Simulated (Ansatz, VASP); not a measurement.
# One calculation of ZrB2, two programs

```xyz
3
Lattice="3.1222 0.0000 0.0000 -1.5611 2.7039 0.0000 0.0000 0.0000 3.4724" Properties=species:S:1:pos:R:3 pbc="T T T"
Zr    0.0000    0.0000    0.0000
B     0.0000    1.8026    1.7362
B     1.5611    0.9013    1.7362
```

Change from the starting cell: volume scaled by 0.96, crystal datasets.

Alike in both runs: task electric field gradients; functional PBE; k mesh 12 × 12 × 9; occupations fermi-dirac, width 0.05 eV; no spin polarisation.

|  | VASP | Ansatz |
| --- | --- | --- |
| version | VASP 6.6.1 | Ansatz 0.2.0 |
| potentials or method | VASP PAW PBE potentials, release 64 (Zr_sv, B), cutoff 520 eV | all-electron PAW with datasets made for the crystal, scalar-relativistic |

Ansatz gave:

| Property | Result |
| --- | --- |
| pressure (GPa) | 13.4 |
| traceless stress, the component that is largest in VASP (GPa) | 0.53 |
| size of Vzz on the site where it differs most (V/Å²) | 45.0 |

Q: What did VASP give for the same quantities?

A: Pressure (GPa): 13.6; traceless stress, the component that is largest in VASP (GPa): 0.54; size of Vzz on the site where it differs most (V/Å²): 41.6.

Ansatz ran all-electron here, and VASP with PAW potentials.
